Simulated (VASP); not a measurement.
TiH:

```
CELL_PARAMETERS angstrom
2.87758 0.00000 0.00000
-1.43879 2.49206 0.00000
0.00000 0.00000 5.26329
ATOMIC_POSITIONS crystal
Ti 0.00000 0.00000 0.00000
Ti 0.00000 0.00000 0.50000
H 0.66667 0.33333 0.75000
H 0.33333 0.66667 0.25000
```

Base run:

```yaml
Program: VASP 6.6.1
Functional: r2SCAN
Potentials_or_basis: VASP PAW PBE potentials, release 64 (Ti_sv, H)
Cutoff: 520 eV
k_mesh: 11 × 11 × 5
Occupations: methfessel-paxton, width 0.1 eV
Spin: no spin polarisation
```

Its results: band gap on the k mesh zero (band 13 reaches 9.46 eV, above the bottom of band 14 at 8.09 eV); pressure -1.3 GPa.

Question: The run is repeated on the same cell with these changes: k mesh from 11 × 11 × 5 to 9 × 9 × 4. What comes out?

Answer: Band gap on the k mesh zero (band 13 reaches 9.59 eV, above the bottom of band 14 at 8.44 eV); pressure -2.2 GPa.

Caveats: the PAW data sets were made with another functional, which shifts forces and pressure a little.
